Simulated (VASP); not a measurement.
# ZrB2 (P6/mmm) in VASP: further runs

ZrB2 is run at these levels: LDA; tasks: single point, relaxation of cell and atoms.

All numbers are computed with VASP 6.6.1; they aren't measurements. Logs are shortened: lines on timing, memory, paths and dates and some standing lists are left out, and cuts for length are marked.

### Step 1. The cell of the first run

Symmetry: P6/mmm, No. 191, hexagonal system. Conventional cell: a = 3.133 Å, b = 3.133 Å, c = 3.489 Å, α = 90.00°, β = 90.00°, γ = 120.00°. Within 3.3 Å of Zr (site symmetry 6/mmm) lie 12 B at 2.51 Å and 6 Zr at 3.13 Å. Within 2.4 Å of B (site symmetry -6m2) lie 3 B at 1.81 Å.

### Step 2. Single point, LDA

Input file INCAR:

```
PREC = Accurate
ENCUT = 520
EDIFF = 1E-6
ISMEAR = 0
SIGMA = 0.1
LREAL = False
LASPH = True
NELM = 60
ALGO = Normal
ISIF = 2
LWAVE = False
LCHARG = False
GGA = CA
NBANDS = 16
```

Input file KPOINTS:

```
Automatic mesh
0
Gamma
  18 18 12
```

Input file POSCAR:

```
ZrB2
1.0
    3.1327644192      0.0000000000      0.0000000000
   -1.5663822096      2.7130535711      0.0000000000
    0.0000000000      0.0000000000      3.4888290036
Zr B
1 2
Direct
    0.0000000000      0.0000000000      0.0000000000
    0.3333333333      0.6666666667      0.5000000000
    0.6666666667      0.3333333333      0.5000000000
```

Potentials or basis: VASP PAW LDA potentials, release 64 (Zr_sv, B).

The run is started by

```console
$ cat potpaw_LDA.64/Zr_sv/POTCAR potpaw_LDA.64/B/POTCAR > POTCAR
$ mpirun -np 1 vasp_std > vasp.out
```

OUTCAR:

```text
PREC = Accurate
   ENCUT = 520
   EDIFF = 1E-6
   ISMEAR = 0
   LREAL = False
   LASPH = True
   NELM = 60
   ISIF = 2
   GGA = CA

 ion  position               nearest neighbor table
   1  0.000  0.000  0.000-   2 2.51   3 2.51   2 2.51   3 2.51   3 2.51   3 2.51   2 2.51   2 2.51
                             3 2.51   3 2.51   2 2.51   2 2.51
   2  0.333  0.667  0.500-   3 1.81   3 1.81   3 1.81   1 2.51   1 2.51   1 2.51   1 2.51   1 2.51
                             1 2.51
   3  0.667  0.333  0.500-   2 1.81   2 1.81   2 1.81   1 2.51   1 2.51   1 2.51   1 2.51   1 2.51
                             1 2.51

  LATTYP: Found a hexagonal cell.
 ALAT       =     3.1327644192
 C/A-ratio  =     1.1136582701

  Lattice vectors:

 A1 = (   3.1327644192,   0.0000000000,   0.0000000000)
 A2 = (  -1.5663822096,   2.7130535711,   0.0000000000)
 A3 = (   0.0000000000,   0.0000000000,   3.4888290036)

Analysis of symmetry for initial positions (statically):
=====================================================================
 Subroutine PRICEL returns:
 Original cell was already a primitive cell.

 Routine SETGRP: Setting up the symmetry group for a
 hexagonal supercell.

 Subroutine GETGRP returns: Found 24 space group operations
 (whereof 24 operations were pure point group operations)
 out of a pool of 24 trial point group operations.

The static configuration has the point symmetry D_6h.

Analysis of symmetry for dynamics (positions and initial velocities):
=====================================================================
 Subroutine PRICEL returns:
 Original cell was already a primitive cell.

 Routine SETGRP: Setting up the symmetry group for a
 hexagonal supercell.

 Subroutine GETGRP returns: Found 24 space group operations
 (whereof 24 operations were pure point group operations)
 out of a pool of 24 trial point group operations.

The dynamic configuration has the point symmetry D_6h.

 Subroutine INISYM returns: Found 24 space group operations
 (whereof 24 operations are pure point group operations),
 and found     1 'primitive' translations

----------------------------------------------------------------------------------------

                                     Primitive cell

  volume of cell :      29.6528

  direct lattice vectors                    reciprocal lattice vectors
     3.132764419  0.000000000  0.000000000     0.319206894  0.184294186  0.000000000
    -1.566382210  2.713053571  0.000000000     0.000000000  0.368588372  0.000000000
     0.000000000  0.000000000  3.488829004     0.000000000  0.000000000  0.286629124

  length of vectors
     3.132764419  3.132764419  3.488829004     0.368588372  0.368588372  0.286629124

  position of ions in fractional coordinates (direct lattice)
     0.000000000  0.000000000  0.000000000
     0.333333333  0.666666667  0.500000000
     0.666666667  0.333333333  0.500000000

  ion indices of the primitive-cell ions
   primitive index   ion index
                 1           1
                 2           2
                 3           3

----------------------------------------------------------------------------------------

 KPOINTS: Automatic mesh

Automatic generation of k-mesh.
 Grid dimensions read from file:
 generate k-points for:   18   18   12

 Generating k-lattice:

  Cartesian coordinates                     Fractional coordinates (reciprocal lattice)
     0.017733716  0.010238566  0.000000000     0.055555556  0.000000000  0.000000000
     0.000000000  0.020477132  0.000000000     0.000000000  0.055555556  0.000000000
     0.000000000  0.000000000  0.023885760     0.000000000  0.000000000  0.083333333

  Length of vectors
     0.020477132  0.020477132  0.023885760

  Shift w.r.t. Gamma in fractional coordinates (k-lattice)
     0.000000000  0.000000000  0.000000000

 Subroutine IBZKPT returns following result:
 ===========================================

 Found    259 irreducible k-points:

 Following reciprocal coordinates:
            Coordinates               Weight
  0.000000  0.000000  0.000000      1.000000
  0.055556  0.000000  0.000000      6.000000
  0.111111  0.000000  0.000000      6.000000
  0.166667  0.000000  0.000000      6.000000
  0.222222  0.000000  0.000000      6.000000
  0.277778  0.000000  0.000000      6.000000
[... 16 lines left out ...]
  0.333333  0.111111  0.000000     12.000000
  0.388889  0.111111  0.000000     12.000000
 [... further k-points ...]
   k-points           NKPTS =    259   k-points in BZ     NKDIM =    259   number of bands    NBANDS=     16
   number of dos      NEDOS =    301   number of ions     NIONS =      3
   total plane-waves  NPLWV =  16128
   dimension x,y,z NGX =    24 NGY =   24 NGZ =   28
   dimension x,y,z NGXF=    48 NGYF=   48 NGZF=   56
   ions per type =               1   2
   NGX,Y,Z   is equivalent  to a cutoff of  12.74, 12.74, 13.34 a.u.
   NGXF,Y,Z  is equivalent  to a cutoff of  25.47, 25.47, 26.68 a.u.
 SYSTEM =  unknown system
   PREC   = accura    normal or accurate (medium, high low for compatibility)
   ISTART =      0    job   : 0-new  1-cont  2-samecut
   ICHARG =      2    charge: 1-file 2-atom 10-const
   ISPIN  =      1    spin polarized calculation?
   LNONCOLLINEAR =      F non collinear calculations
   LSORBIT =      F    spin-orbit coupling
   LASPH  =      T    aspherical Exc in radial PAW
   ENCUT  =  520.0 eV  38.22 Ry    6.18 a.u.   5.82  5.82  6.49*2*pi/ulx,y,z
   NELM   =     60;   NELMIN=  2; NELMDL= -5     # of ELM steps
   EDIFF  = 0.1E-05   stopping-criterion for ELM
   LREAL  =      F    real-space projection
   EDIFFG = 0.1E-04   stopping-criterion for IOM
   NSW    =      0    number of steps for IOM
   IBRION =     -1    ionic relax: 0-MD 1-quasi-New 2-CG
   NFREE  =      0    steps in history (QN), initial steepest desc. (CG)
   ISIF   =      2    stress and relaxation
   ISYM   =      2    0-nonsym 1-usesym 2-fastsym
   POTIM  = 0.5000    time-step for ionic-motion
   TEBEG  =    0.0;   TEEND  =   0.0 temperature during run
   PSTRESS=    0.0 pullay stress
   NELECT =      18.0000    total number of electrons
   NUPDOWN=      -1.0000    fix difference up-down
   EMIN   =  10.00;   EMAX   =-10.00  energy-range for DOS
   EFERMI =   0.00;   METHOD = LEGACY
   ISMEAR =     0;   SIGMA  =   0.10  broadening in eV -4-tet -1-fermi 0-gaus
   EFERMI_NEDOS =   21; number of points for ismear=-14 and -15
   IALGO  =     38    algorithm
   IMIX   =      4    mixing-type and parameters
     AMIX     =   0.40;   BMIX     =  1.00
     AMIX_MAG =   1.60;   BMIX_MAG =  1.00
  volume/ion in A,a.u.               =       9.88        66.70
  Fermi-wavevector in a.u.,A,eV,Ry     =   1.386151  2.619445 26.142416  1.921413
  Thomas-Fermi vector in A             =   2.510493
   LORBIT       =      0    0 simple, 1 ext, 2 COOP (PROOUT), +10 PAW based schemes
   GGA     = CA    functional components
   LHFCALC =     F    Hartree Fock is set to
   AEXX    =    0.0000 exact exchange contribution
   IVDW    =     0    specifies the selected vdW correction
   LEPSILON=     F    determine dielectric tensor
   LRPA    =     F    only Hartree local field effects (RPA)
 non-spin polarized calculation
 Gauss-broadening in eV      SIGMA  =   0.10
  energy-cutoff  :      520.00
  volume of cell :       29.65
 maximum number of plane-waves:       816
 NGX is ok and might be reduce to    24
   NGX = 11   NGY = 11   NGZ = 13

 number of electron      18.0000000 magnetization

 Free energy of the ion-electron system (eV)
  ---------------------------------------------------
  ext. energy  EPLUGINS =         0.00000000
  ---------------------------------------------------
  free energy    TOTEN  =       -27.48285334 eV

  energy without entropy =      -27.48180667  energy(sigma->0) =      -27.48233000

 E-fermi :  10.9181     XC(G=0): -12.7556

 val. band max:       10.8339769800   @ k =   0.1111   0.0000   0.4167
 cond. band min:      10.9231276696   @ k =   0.2222   0.2222   0.0833
 fundamental gap:      0.0891506896
 Fermi energy:        10.9180721344

 k-point     1 :       0.0000    0.0000    0.0000
  band No.  band energies     occupation
      1     -37.3564      2.00000
      2     -15.7230      2.00000
      3     -15.0997      2.00000
      4     -15.0997      2.00000
      5      -1.8533      2.00000
      6       8.1689      2.00000
[... 8 lines left out ...]
     15      16.1652      0.00000
     16      16.1652      0.00000

 k-point     2 :       0.0556    0.0000    0.0000
  band No.  band energies     occupation
      1     -37.3523      2.00000
      2     -15.7170      2.00000
      3     -15.1349      2.00000
      4     -15.1073      2.00000
      5      -1.7890      2.00000
      6       7.9871      2.00000
[... 8 lines left out ...]
     15      16.5369      0.00000
     16      16.6661      0.00000

 k-point     3 :       0.1111    0.0000    0.0000
  band No.  band energies     occupation
      1     -37.3404      2.00000
      2     -15.6997      2.00000
      3     -15.2350      2.00000
      4     -15.1290      2.00000
      5      -1.6000      2.00000
      6       7.5035      2.00000
[... 8 lines left out ...]
     15      17.1345      0.00000
     16      17.5961      0.00000

 k-point     4 :       0.1667    0.0000    0.0000
  band No.  band energies     occupation
      1     -37.3221      2.00000
      2     -15.6731      2.00000
      3     -15.3852      2.00000
      4     -15.1620      2.00000
      5      -1.2969      2.00000
      6       6.8384      2.00000
[... 8 lines left out ...]
     15      17.8163      0.00000
     16      18.1526      0.00000
[... 324 lines left out ...]
 k-point    22 :       0.2778    0.1111    0.0000
  band No.  band energies     occupation
      1     -37.2466      2.00000
      2     -15.9135      2.00000
      3     -15.5628      2.00000
      4     -15.3504      2.00000
      5       0.3121      2.00000
      6       4.5782      2.00000
[... 8 lines left out ...]
     15      19.0754      0.00000
     16      20.9718      0.00000

 k-point    23 :       0.3333    0.1111    0.0000
  band No.  band energies     occupation
      1     -37.2290      2.00000
      2     -16.0300      2.00000
      3     -15.5371      2.00000
      4     -15.3920      2.00000
      5       0.9240      2.00000
      6       3.8418      2.00000
[... 8 lines left out ...]
     15      20.0021      0.00000
     16      20.6588      0.00000

 k-point    24 :       0.3889    0.1111    0.0000
  band No.  band energies     occupation
      1     -37.2175      2.00000
      2     -16.1050      2.00000
      3     -15.5202      2.00000
      4     -15.4190      2.00000
      5       1.5707      2.00000
      6       3.1171      2.00000
[... 8 lines left out ...]
     15      20.0364      0.00000
     16      20.7539      0.00000

 [... further k-points ...]
[... 5 lines left out ...]
  --------------------------------------------------------------------------------------
  -------------------------------------------------------------------------------------
  Total        0.0894595      0.0894595      0.1025873      0.0000000     -0.0000000      0.0000000
  in kB        4.8336087      4.8336087      5.5429176      0.0000000     -0.0000000      0.0000000
  external PRESSURE =       5.0700450 kB  Pullay stress =       0.0000000 kB

 VOLUME and BASIS-vectors are now :
 -----------------------------------------------------------------------------
  energy-cutoff  :      520.00
  volume of cell :       29.65
      direct lattice vectors                 reciprocal lattice vectors
     3.132764419  0.000000000  0.000000000     0.319206894  0.184294186  0.000000000
    -1.566382210  2.713053571  0.000000000     0.000000000  0.368588372  0.000000000
     0.000000000  0.000000000  3.488829004     0.000000000  0.000000000  0.286629124

 POSITION                                       TOTAL-FORCE (eV/Angst)
 -----------------------------------------------------------------------------------
      0.00000      0.00000      0.00000         0.000000      0.000000      0.000000
     -0.00000      1.80870      1.74441         0.000000      0.000000      0.000000
      1.56638      0.90435      1.74441        -0.000000      0.000000      0.000000
 -----------------------------------------------------------------------------------
    total drift:                               -0.000000      0.000000     -0.000000

  FREE ENERGIE OF THE ION-ELECTRON SYSTEM (eV)
  ---------------------------------------------------
  free  energy   TOTEN  =       -27.4828533419 eV

  energy  without entropy=      -27.4818066670  energy(sigma->0) =      -27.48233000
```

Wall time 44 s (1 thread of Intel Xeon Platinum 8488C (Sapphire Rapids), shared host); peak memory 0.22 GiB.

What came out:

```yaml
Free_energy: -27.4829 eV
Pressure: 0.5 GPa
Band_gap_on_the_k_mesh: zero (band 9 reaches 11.65 eV, above the bottom of band 10 at 10.35 eV)
```

Levels at points of the mesh, in eV from the Fermi level:
| k point | band 5 | band 6 | band 7 | band 8 | band 9 | band 10 | band 11 | band 12 | band 13 | band 14 |
| --- | --- | --- | --- | --- | --- | --- | --- | --- | --- | --- |
| (0.00, 0.00, 0.00) | -12.77 | -2.75 | -2.75 | -2.72 | -2.31 | 3.49 | 3.49 | 4.29 | 4.29 | 5.19 |
| (0.50, 0.00, 0.00) | -9.07 | -8.39 | -4.05 | -3.12 | -2.83 | 2.27 | 2.35 | 5.10 | 5.21 | 6.76 |
| (0.00, 0.00, 0.50) | -10.56 | -7.05 | -1.02 | -1.02 | 0.28 | 0.28 | 0.74 | 0.74 | 1.85 | 5.08 |
| (0.50, 0.00, 0.50) | -10.00 | -6.95 | -4.78 | -4.28 | -1.90 | 3.86 | 4.32 | 5.50 | 6.55 | 6.71 |

### Step 3. Relaxation of cell and atoms, LDA

This run uses another cell than the first one, of 10.28 Å³/atom, 1.040 times its volume.

Input file INCAR:

```
ALGO = Normal
EDIFF = 1E-6
EDIFFG = -0.005
ENCUT = 600
IBRION = 2
ISIF = 3
ISMEAR = 0
LASPH = T
LCHARG = F
LREAL = F
LWAVE = F
NELM = 60
NSW = 70
PREC = Accurate
SIGMA = 0.1
```

Input file KPOINTS:

```
k-points
0
Gamma
  18 18 12
```

Input file POSCAR:

```
ZrB2
1.0
    3.1713308744      0.0000000000      0.0000000000
   -1.5856654372      2.7464531010      0.0000000000
    0.0000000000      0.0000000000      3.5419829898
Zr B
1 2
Direct
    0.0000000000      0.0000000000      0.0000000000
    0.3333333333      0.6666666667      0.5000000000
    0.6666666667      0.3333333333      0.5000000000
```

Potentials or basis: VASP PAW LDA potentials, release 64 (Zr_sv, B).

The run is started by

```console
$ cat potpaw_LDA.64/Zr_sv/POTCAR potpaw_LDA.64/B/POTCAR > POTCAR
$ mpirun -np 1 vasp_std > vasp.out
```

Run time: 4.2 min. Hardware: 1 thread of Intel Xeon Platinum 8488C (Sapphire Rapids), shared host; peak memory 0.26 GiB.

Results (log left out):

```
Free energy                            : -27.4850 eV
Relaxed volume                         : 9.91 Å³/atom
Relaxed cell                           : a = 3.135 Å, b = 3.135 Å, c = 3.492 Å, α = 90.00°, β = 90.00°, γ = 120.00°
Space group after relaxing (to 0.05 Å) : P6/mmm (No. 191)
Energy gained by relaxing              : 11.1 meV/atom
Ionic steps                            : 9
Pressure after relaxing                : 0.0 GPa
Band gap on the k mesh                 : zero (band 9 reaches 11.62 eV, above the bottom of band 10 at 10.32 eV)
```

The path:
```
step  energy change (eV)  largest force (eV/Å)  pressure (GPa)  volume (Å³)
   1              0.0000                0.0000           -9.10        30.85
   2              0.0247                0.0000           13.81        28.32
   3             -0.0333                0.0000           -0.11        29.73
   4             -0.0333                0.0000            0.03        29.70
   5             -0.0334                0.0000            0.08        29.70
   6             -0.0334                0.0000            0.09        29.70
   7             -0.0334                0.0000            0.09        29.70
   8             -0.0334                0.0000            0.09        29.70
   9             -0.0334                0.0000           -0.05        29.72
```

Final structure:
```xyz
3
Lattice="3.1349 0.0000 0.0000 -1.5674 2.7149 0.0000 0.0000 0.0000 3.4922" Properties=species:S:1:pos:R:3 pbc="T T T"
Zr    0.0000    0.0000    0.0000
B     0.0000    1.8099    1.7461
B     1.5674    0.9050    1.7461
```

Levels at points of the mesh, in eV from the Fermi level:
| k point | band 7 | band 8 | band 9 | band 10 | band 11 | band 12 |
| --- | --- | --- | --- | --- | --- | --- |
| (0.00, 0.00, 0.00) | -2.74 | -2.71 | -2.32 | 3.48 | 3.48 | 4.27 |
| (0.50, 0.00, 0.00) | -4.05 | -3.12 | -2.83 | 2.27 | 2.34 | 5.09 |
| (0.00, 0.00, 0.50) | -1.02 | -1.02 | 0.28 | 0.28 | 0.74 | 0.74 |
| (0.50, 0.00, 0.50) | -4.77 | -4.27 | -1.90 | 3.84 | 4.31 | 5.49 |

LDA usually gives volumes a few per cent too small. Zero-point motion and thermal expansion aren't in these numbers.
